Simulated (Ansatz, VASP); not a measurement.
ZrN: VASP beside Ansatz

POSCAR

```
ZrN
1.0
    0.0000000000      2.3000000000      2.3000000000
    2.3000000000      0.0000000000      2.3000000000
    2.3000000000      2.3000000000      0.0000000000
Zr N
1 1
Direct
    0.5000000000      0.5000000000      0.5000000000
    0.0000000000      0.0000000000      0.0000000000
```

The input INCAR.step1:

```
SYSTEM = ZrN
PREC = Accurate
ENCUT = 660
ISMEAR = -1
SIGMA = 0.3
LREAL = .False.
LASPH = .True.
NELM = 120
NBANDS = 16
GGA = PE
ALGO = Normal
EDIFF = 1E-5
LWAVE = .True.
LCHARG = .False.
GGA_COMPAT = .False.
```

The input INCAR.step2:

```
SYSTEM = ZrN
PREC = Accurate
ENCUT = 660
EDIFF = 1E-6
ISMEAR = -1
SIGMA = 0.3
LREAL = .False.
LASPH = .True.
NELM = 120
ALGO = Normal
ISIF = 2
LWAVE = .False.
LCHARG = .False.
METAGGA = R2SCAN
LMIXTAU = .True.
NBANDS = 16
ISTART = 1
GGA_COMPAT = .False.
```

Contents of KPOINTS:

```
Automatic mesh
0
Gamma
  7 7 7
  0 0 0
```

Input for Ansatz:

```yaml
crystal:
  lattice:
    - [0.0, 2.3, 2.3]
    - [2.3, 0.0, 2.3]
    - [2.3, 2.3, 0.0]
  atoms:
    - { symbol: Zr, position: [0.5, 0.5, 0.5] }
    - { symbol: "N", position: [0.0, 0.0, 0.0] }
accuracy: medium
kpoints:
  mp_grid:
    grid: [7, 7, 7]
    shift: [0.0, 0.0, 0.0]
hamiltonian:
  xc: r2scan
scf:
  algorithm: density_mixing
  occupations:
    method: fermi_dirac
    width: 0.3
output:
  stress: true
```

Alike in both runs: task single point; functional r2SCAN; k mesh 7 × 7 × 7; occupations fermi-dirac, width 0.3 eV; no spin polarisation.

|  | VASP | Ansatz |
| --- | --- | --- |
| version | VASP 6.6.1 | Ansatz 0.2.0 |
| potentials or method | VASP PAW PBE potentials, release 64 (Zr_sv, N) | plane waves, PAW |
| plane-wave cutoff (eV) | 660 | 500 |
| valence electrons in the cell | 17 | 17 |

```tsv
	VASP	Ansatz	Ansatz less VASP
pressure (GPa)	-1.2	-1.5	-0.31
```

VASP's potentials were made for PBE, not for r2SCAN.
